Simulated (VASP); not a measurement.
The system is FeO.

```xyz
2
Lattice="2.9598 0.0000 0.0000 -1.4799 2.5633 0.0000 0.0000 0.0000 2.8887" Properties=species:S:1:pos:R:3 pbc="T T T"
Fe    0.0000    0.0000    0.0000
O     1.4799    0.8544    1.4443
```

Base run:

```yaml
Program: VASP 6.6.1
Functional: PBE
Potentials_or_basis: VASP PAW PBE potentials, release 64 (Fe, O)
Cutoff: 520 eV
k_mesh: 10 × 10 × 9
Occupations: fermi-dirac, width 0.05 eV
Spin: collinear spin, ferromagnetic start
Starting_moments: "[3.0, 0.0] μB"
```

Its results: band gap on the k mesh zero (filled and empty bands overlap); pressure -17.9 GPa; net moment 4.00 μB per cell; site moments Fe +3.59; O +0.34 μB.

**Question.** The run is repeated on the same cell with these changes: potentials or basis from VASP PAW PBE potentials, release 64 (Fe, O) to VASP PAW PBE potentials, release 64 (Fe_sv, O); cutoff from 520 eV to 600 eV; further incar settings from ALGO = Normal; EDIFF = 1e-06; NBANDS = 18 to ALGO = Normal; EDIFF = 1e-06; NBANDS = 22; valence electrons from 14 to 22. What comes out?

**Answer.** Band gap on the k mesh zero (filled and empty bands overlap); pressure -19.9 GPa; net moment 4.00 μB per cell; site moments Fe +3.48; O +0.33 μB.

Caveats: a cell with one magnetic atom can't hold antiferromagnetic order, which such compounds often take; semilocal functionals often make such compounds metallic where correlation or magnetic order opens a gap, which also shifts bond lengths.
